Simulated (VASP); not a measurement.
# Al16H2O: single point with PBE+D3(BJ)

The system is Al16H2O, a slab with vacuum.

```
Al O H
1.0
     8.10000    0.00000    0.00000
     0.00000    5.72757    0.00000
     0.00000    0.00000   15.29567
Al O H
16 1 2
Cartesian
  2.0250 1.4319 1.0000
  6.0750 1.4319 1.0000
  2.0250 4.2957 1.0000
  6.0750 4.2957 1.0000
  -0.0214 -0.0349 2.3042
  4.0797 0.0218 2.3610
  0.0135 2.8427 2.2650
  4.0654 2.8777 2.2999
  2.0246 1.3710 3.7025
  6.1496 1.5054 3.7079
  2.0352 4.2256 3.6355
  6.0982 4.3092 3.7184
  0.1083 -0.0417 4.9995
  4.0151 -0.1153 5.1431
  0.0658 2.8559 4.9842
  4.0300 2.5449 5.0216
  3.7262 3.9940 6.2106
  5.6914 5.0853 5.2737
  2.8371 3.9314 6.6153
```

```
Program             : VASP 6.6.1
Task                : single point
Functional          : PBE
Dispersion          : D3(BJ)
Potentials or basis : VASP PAW PBE potentials, release 64 (Al, O, H)
Cutoff              : 520 eV
k mesh              : 2 × 3 × 1
Occupations         : gaussian, width 0.15 eV
Spin                : no spin polarisation
```

```
Largest force              : 0.312 eV/Å
Band gap on the k mesh     : zero (bands 28 and 29 overlap by 0.06 eV)
Dispersion energy per atom : -0.187 eV
```

Forces on the atoms (eV/Å):
```
Al   0.272 -0.082  0.043
Al  -0.265  0.165 -0.002
Al   0.214  0.018 -0.128
Al  -0.226 -0.099  0.086
Al   0.004  0.001 -0.004
Al  -0.003  0.001 -0.001
Al   0.004 -0.001 -0.001
Al   0.000 -0.005  0.004
Al   0.000  0.000 -0.001
Al  -0.003  0.001  0.000
Al   0.009  0.003  0.005
Al  -0.015 -0.001  0.011
Al   0.005  0.001  0.006
Al   0.002  0.013 -0.008
Al   0.004  0.000  0.001
Al   0.010 -0.007 -0.010
O    0.082 -0.002 -0.059
H    0.002 -0.004  0.000
H   -0.098  0.000  0.060
```

Levels at points of the mesh, in eV from the Fermi level:
| k point | band 25 | band 26 | band 27 | band 28 | band 29 | band 30 | band 31 | band 32 |
| --- | --- | --- | --- | --- | --- | --- | --- | --- |
| (0.00, 0.00, 0.00) | -1.05 | -0.63 | -0.61 | -0.39 | -0.10 | 0.39 | 0.64 | 1.11 |
| (0.50, 0.00, 0.00) | -0.94 | -0.92 | -0.84 | -0.59 | 0.05 | 0.53 | 0.54 | 1.34 |

Wall time 7.2 min on 1 thread of Intel Xeon 8259CL, on a shared host, peak memory 0.7 GiB.

Caveat: the k points lie up to 0.39 Å⁻¹ apart; there is no dipole correction, which matters where the two faces differ.
